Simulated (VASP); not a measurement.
# C (I4_1/amd) in VASP: a series of runs

The runs below take C through single point, with PBE.

Everything below comes from runs of VASP 6.6.1. Logs are shortened: lines on timing, memory, paths and dates and some standing lists are left out, and cuts for length are marked.

## 1. The cell of the first run

It takes space group I4_1/amd (No. 141, tetragonal). Conventional cell: a = 2.522 Å, b = 2.522 Å, c = 3.531 Å, α = 90.00°, β = 90.00°, γ = 90.00°. C (site symmetry -4m2) has 4 C at 1.54 Å within 2.1 Å.

## 2. Single point, PBE

INCAR

```
SYSTEM = C
PREC = Accurate ; ENCUT = 520
EDIFF = 1E-6 ; ISMEAR = -1
SIGMA = 0.05 ; LREAL = .False.
LASPH = .True. ; NELM = 100
ALGO = Normal ; ISIF = 2
LWAVE = .False. ; LCHARG = .False.
GGA = PE ; NBANDS = 11
```

KPOINTS

```
regular mesh
0
Gamma
  11 11 11
  0 0 0
```

POSCAR

```
C
1.0
    0.0000000000      1.7833700000      1.7655363000
    1.7833700000      0.0000000000      1.7655363000
    1.7833700000      1.7833700000      0.0000000000
C
2
Direct
    0.7500000000      0.7500000000      0.7500000000
    0.5000000000      0.5000000000      0.5000000000
```

Potentials or basis: VASP PAW PBE potentials, release 64 (C).

Run with:

```sh
cat potpaw_PBE.64/C/POTCAR > POTCAR
mpirun -np 1 vasp_std > vasp.out
```

OUTCAR:

```text
SYSTEM = C
   PREC = Accurate
   ENCUT = 520
   EDIFF = 1E-6
   ISMEAR = -1
   LREAL = .False.
   LASPH = .True.
   NELM = 100
   ISIF = 2
   GGA = PE

 ion  position               nearest neighbor table
   1  0.750  0.750  0.750-   2 1.54   2 1.54   2 1.54   2 1.54
   2  0.500  0.500  0.500-   1 1.54   1 1.54   1 1.54   1 1.54

  LATTYP: Found a body centered tetragonal cell.
 ALAT       =     2.5220660407
 C/A-ratio  =     1.4000714267

  Lattice vectors:

 A1 = (   0.0000000000,  -1.7833700000,  -1.7655363000)
 A2 = (   0.0000000000,   1.7833700000,  -1.7655363000)
 A3 = (   1.7833700000,   0.0000000000,   1.7655363000)

Analysis of symmetry for initial positions (statically):
=====================================================================
 Subroutine PRICEL returns:
 Original cell was already a primitive cell.

 Routine SETGRP: Setting up the symmetry group for a
 body centered tetragonal supercell.

 Subroutine GETGRP returns: Found 16 space group operations
 (whereof  8 operations were pure point group operations)
 out of a pool of 16 trial point group operations.

The static configuration has the point symmetry D_2d.
 The point group associated with its full space group is D_4h.

Analysis of symmetry for dynamics (positions and initial velocities):
=====================================================================
 Subroutine PRICEL returns:
 Original cell was already a primitive cell.

 Routine SETGRP: Setting up the symmetry group for a
 body centered tetragonal supercell.

 Subroutine GETGRP returns: Found 16 space group operations
 (whereof  8 operations were pure point group operations)
 out of a pool of 16 trial point group operations.

The dynamic configuration has the point symmetry D_2d.
 The point group associated with its full space group is D_4h.

 Subroutine INISYM returns: Found 16 space group operations
 (whereof  8 operations are pure point group operations),
 and found     1 'primitive' translations

----------------------------------------------------------------------------------------

                                     Primitive cell

  volume of cell :      11.2303

  direct lattice vectors                    reciprocal lattice vectors
     0.000000000  1.783370000  1.765536300    -0.280368067  0.280368067  0.283200068
     1.783370000  0.000000000  1.765536300     0.280368067 -0.280368067  0.283200068
     1.783370000  1.783370000  0.000000000     0.280368067  0.280368067 -0.283200068

  length of vectors
     2.509487395  2.509487395  2.522066041     0.487252280  0.487252280  0.487252280

  position of ions in fractional coordinates (direct lattice)
     0.750000000  0.750000000  0.750000000
     0.500000000  0.500000000  0.500000000

  ion indices of the primitive-cell ions
   primitive index   ion index
                 1           1
                 2           2

----------------------------------------------------------------------------------------

 KPOINTS: regular mesh

Automatic generation of k-mesh.
 Grid dimensions read from file:
 generate k-points for:   11   11   11

 Generating k-lattice:

  Cartesian coordinates                     Fractional coordinates (reciprocal lattice)
    -0.025488006  0.025488006  0.025745461     0.090909091 -0.000000000  0.000000000
     0.025488006 -0.025488006  0.025745461    -0.000000000  0.090909091  0.000000000
     0.025488006  0.025488006 -0.025745461     0.000000000  0.000000000  0.090909091

  Length of vectors
     0.044295662  0.044295662  0.044295662

  Shift w.r.t. Gamma in fractional coordinates (k-lattice)
     0.000000000  0.000000000  0.000000000

 Subroutine IBZKPT returns following result:
 ===========================================

 Found    126 irreducible k-points:

 Following reciprocal coordinates:
            Coordinates               Weight
  0.000000  0.000000  0.000000      1.000000
  0.090909  0.000000  0.000000      8.000000
  0.181818  0.000000  0.000000      8.000000
  0.272727  0.000000  0.000000      8.000000
  0.363636 -0.000000  0.000000      8.000000
  0.454545 -0.000000  0.000000      8.000000
[... 16 lines left out ...]
 -0.272727  0.181818  0.000000      8.000000
 -0.181818  0.181818  0.000000      4.000000
 [... further k-points ...]
   k-points           NKPTS =    126   k-points in BZ     NKDIM =    126   number of bands    NBANDS=     11
   number of dos      NEDOS =    301   number of ions     NIONS =      2
   total plane-waves  NPLWV =   8000
   dimension x,y,z NGX =    20 NGY =   20 NGZ =   20
   dimension x,y,z NGXF=    40 NGYF=   40 NGZF=   40
   ions per type =               2
   NGX,Y,Z   is equivalent  to a cutoff of  13.25, 13.25, 13.18 a.u.
   NGXF,Y,Z  is equivalent  to a cutoff of  26.50, 26.50, 26.37 a.u.
 SYSTEM =  C
   PREC   = accura    normal or accurate (medium, high low for compatibility)
   ISTART =      0    job   : 0-new  1-cont  2-samecut
   ICHARG =      2    charge: 1-file 2-atom 10-const
   ISPIN  =      1    spin polarized calculation?
   LNONCOLLINEAR =      F non collinear calculations
   LSORBIT =      F    spin-orbit coupling
   LASPH  =      T    aspherical Exc in radial PAW
   ENCUT  =  520.0 eV  38.22 Ry    6.18 a.u.   4.67  4.67  4.69*2*pi/ulx,y,z
   NELM   =    100;   NELMIN=  2; NELMDL= -5     # of ELM steps
   EDIFF  = 0.1E-05   stopping-criterion for ELM
   LREAL  =      F    real-space projection
   EDIFFG = 0.1E-04   stopping-criterion for IOM
   NSW    =      0    number of steps for IOM
   IBRION =     -1    ionic relax: 0-MD 1-quasi-New 2-CG
   NFREE  =      0    steps in history (QN), initial steepest desc. (CG)
   ISIF   =      2    stress and relaxation
   ISYM   =      2    0-nonsym 1-usesym 2-fastsym
   POTIM  = 0.5000    time-step for ionic-motion
   TEBEG  =    0.0;   TEEND  =   0.0 temperature during run
   PSTRESS=    0.0 pullay stress
   NELECT =       8.0000    total number of electrons
   NUPDOWN=      -1.0000    fix difference up-down
   EMIN   =  10.00;   EMAX   =-10.00  energy-range for DOS
   EFERMI =   0.00;   METHOD = LEGACY
   ISMEAR =    -1;   SIGMA  =   0.05  broadening in eV -4-tet -1-fermi 0-gaus
   EFERMI_NEDOS =   21; number of points for ismear=-14 and -15
   IALGO  =     38    algorithm
   IMIX   =      4    mixing-type and parameters
     AMIX     =   0.40;   BMIX     =  1.00
     AMIX_MAG =   1.60;   BMIX_MAG =  1.00
  volume/ion in A,a.u.               =       5.62        37.89
  Fermi-wavevector in a.u.,A,eV,Ry     =   1.462093  2.762955 29.085388  2.137716
  Thomas-Fermi vector in A             =   2.578347
   LORBIT       =      0    0 simple, 1 ext, 2 COOP (PROOUT), +10 PAW based schemes
   GGA     = PE    functional components
   LHFCALC =     F    Hartree Fock is set to
   AEXX    =    0.0000 exact exchange contribution
   IVDW    =     0    specifies the selected vdW correction
   LEPSILON=     F    determine dielectric tensor
   LRPA    =     F    only Hartree local field effects (RPA)
 non-spin polarized calculation
  energy-cutoff  :      520.00
  volume of cell :       11.23
 maximum number of plane-waves:       311
   NGX =  9   NGY =  9   NGZ =  9

 number of electron       7.9999999 magnetization

 Free energy of the ion-electron system (eV)
  ---------------------------------------------------
  ext. energy  EPLUGINS =         0.00000000
  ---------------------------------------------------
  free energy    TOTEN  =       -18.17953297 eV

  energy without entropy =      -18.17953297  energy(sigma->0) =      -18.17953297

 E-fermi :  10.9463     XC(G=0): -13.3016

 val. band max:        9.9767470683   @ k =   0.0000   0.0000   0.0000
 cond. band min:      13.8670130021   @ k =   0.3636   0.3636   0.0000
 fundamental gap:      3.8902659338
 Fermi energy:        10.9463182401

 k-point     1 :       0.0000    0.0000    0.0000
  band No.  band energies     occupation
      1     -11.7368      2.00000
      2       9.8259      2.00000
      3       9.8259      2.00000
      4       9.9767      2.00000
      5      15.4113      0.00000
      6      15.5364      0.00000
      7      15.5364      0.00000
      8      23.4376      0.00000
      9      29.3001      0.00000
     10      36.2575      0.00000
     11      36.7693      0.00000

 k-point     2 :       0.0909    0.0000    0.0000
  band No.  band energies     occupation
      1     -11.5062      2.00000
      2       8.4366      2.00000
      3       9.4414      2.00000
      4       9.5511      2.00000
      5      15.9422      0.00000
      6      16.0335      0.00000
      7      16.3417      0.00000
      8      23.6253      0.00000
      9      29.6771      0.00000
     10      34.0004      0.00000
     11      34.3533      0.00000

 k-point     3 :       0.1818    0.0000    0.0000
  band No.  band energies     occupation
      1     -10.8182      2.00000
      2       5.5805      2.00000
      3       8.6419      2.00000
      4       8.7670      2.00000
      5      16.9779      0.00000
      6      17.0507      0.00000
      7      17.5281      0.00000
      8      24.1541      0.00000
      9      30.3995      0.00000
     10      32.4676      0.00000
     11      32.7208      0.00000

 k-point     4 :       0.2727    0.0000    0.0000
  band No.  band energies     occupation
      1      -9.6851      2.00000
      2       2.4593      2.00000
      3       7.8629      2.00000
      4       8.0104      2.00000
      5      17.8392      0.00000
      6      17.8868      0.00000
      7      18.3121      0.00000
      8      24.8522      0.00000
      9      30.7774      0.00000
     10      32.4025      0.00000
     11      32.5369      0.00000
[... 239 lines left out ...]
 k-point    22 :      -0.3636    0.1818    0.0000
  band No.  band energies     occupation
      1      -6.2320      2.00000
      2      -1.5520      2.00000
      3       3.8964      2.00000
      4       6.3744      2.00000
      5      17.4759      0.00000
      6      20.0779      0.00000
      7      21.6019      0.00000
      8      25.2941      0.00000
      9      29.1969      0.00000
     10      32.5725      0.00000
     11      34.8086      0.00000

 k-point    23 :      -0.2727    0.1818    0.0000
  band No.  band energies     occupation
      1      -7.9386      2.00000
      2       1.0579      2.00000
      3       3.8669      2.00000
      4       7.2172      2.00000
      5      18.0951      0.00000
      6      19.1370      0.00000
      7      21.1748      0.00000
      8      24.1812      0.00000
      9      30.3906      0.00000
     10      30.5239      0.00000
     11      34.4118      0.00000

 k-point    24 :      -0.1818    0.1818    0.0000
  band No.  band energies     occupation
      1      -9.3260      2.00000
      2       3.5796      2.00000
      3       4.5433      2.00000
      4       8.1301      2.00000
      5      17.9597      0.00000
      6      18.4453      0.00000
      7      19.9507      0.00000
      8      23.7240      0.00000
      9      29.8650      0.00000
     10      31.0663      0.00000
     11      33.5129      0.00000

 [... further k-points ...]
[... 5 lines left out ...]
  --------------------------------------------------------------------------------------
  -------------------------------------------------------------------------------------
  Total        0.2721179      0.2721179      0.9274008      0.0000000      0.0000000     -0.0000000
  in kB       38.8220193     38.8220193    132.3087297      0.0000000      0.0000000     -0.0000000
  external PRESSURE =      69.9842561 kB  Pullay stress =       0.0000000 kB

 VOLUME and BASIS-vectors are now :
 -----------------------------------------------------------------------------
  energy-cutoff  :      520.00
  volume of cell :       11.23
      direct lattice vectors                 reciprocal lattice vectors
     0.000000000  1.783370000  1.765536300    -0.280368067  0.280368067  0.283200068
     1.783370000  0.000000000  1.765536300     0.280368067 -0.280368067  0.283200068
     1.783370000  1.783370000  0.000000000     0.280368067  0.280368067 -0.283200068

 POSITION                                       TOTAL-FORCE (eV/Angst)
 -----------------------------------------------------------------------------------
      2.67505      2.67505      2.64830         0.000000      0.000000      0.000000
      1.78337      1.78337      1.76554        -0.000000     -0.000000      0.000000
 -----------------------------------------------------------------------------------
    total drift:                                0.000000     -0.000000      0.000000

  FREE ENERGIE OF THE ION-ELECTRON SYSTEM (eV)
  ---------------------------------------------------
  free  energy   TOTEN  =       -18.1795329702 eV

  energy  without entropy=      -18.1795329702  energy(sigma->0) =      -18.17953297
```

Wall time 7.8 s (1 thread of Intel Xeon Platinum 8488C (Sapphire Rapids), shared host); peak memory 0.12 GiB.

What came out:

```yaml
Free_energy: -18.1795 eV
Pressure: 7.0 GPa
Band_gap_on_the_k_mesh: 3.89 eV, indirect (least direct gap 5.43 eV)
```

Stress tensor (GPa, compression positive):
```
 3.88  0.00  0.00
 0.00  3.88  0.00
 0.00  0.00 13.23
```

## 3. Single point, PBE

This run uses another cell than the first one, of 5.73 Å³/atom, 1.020 times its volume.

INCAR

```
SYSTEM = C
PREC = Accurate
ENCUT = 520
EDIFF = 1E-7
ISMEAR = -1
SIGMA = 0.05
LREAL = .False.
LASPH = .True.
NELM = 80
ALGO = Normal
ISIF = 2
LWAVE = .False.
LCHARG = .False.
GGA = PE
NBANDS = 11
```

KPOINTS

```
Automatic mesh
0
Gamma
  11 11 11
  0 0 0
```

POSCAR

```
C
1.0
    0.0000000000      1.7833700000      1.8012037000
    1.7833700000      0.0000000000      1.8012037000
    1.7833700000      1.7833700000      0.0000000000
C
2
Direct
    0.7500000000      0.7500000000      0.7500000000
    0.5000000000      0.5000000000      0.5000000000
```

Potentials or basis: VASP PAW PBE potentials, release 64 (C).

Run with:

```sh
cat potpaw_PBE.64/C/POTCAR > POTCAR
mpirun -np 1 vasp_std > vasp.out
```

Run time: 8.5 s. Hardware: 1 thread of Intel Xeon Platinum 8488C (Sapphire Rapids), shared host; peak memory 0.12 GiB.

The run converged. Its results:

```
Free energy            : -18.1834 eV
Pressure               : -1.9 GPa
Band gap on the k mesh : 3.98 eV, indirect (least direct gap 5.47 eV)
```

Stress tensor (GPa, compression positive):
```
 1.21  0.00  0.00
 0.00  1.21  0.00
 0.00  0.00 -8.04
```

Levels at points of the mesh, in eV from the valence-band top:
```csv
k point,band 1,band 2,band 3,band 4,band 5,band 6,band 7,band 8,band 9
"(0.00, 0.00, 0.00)",-21.39,-0.15,0.00,0.00,5.47,5.47,5.60,13.05,19.12
```

A k mesh can miss the band edges.
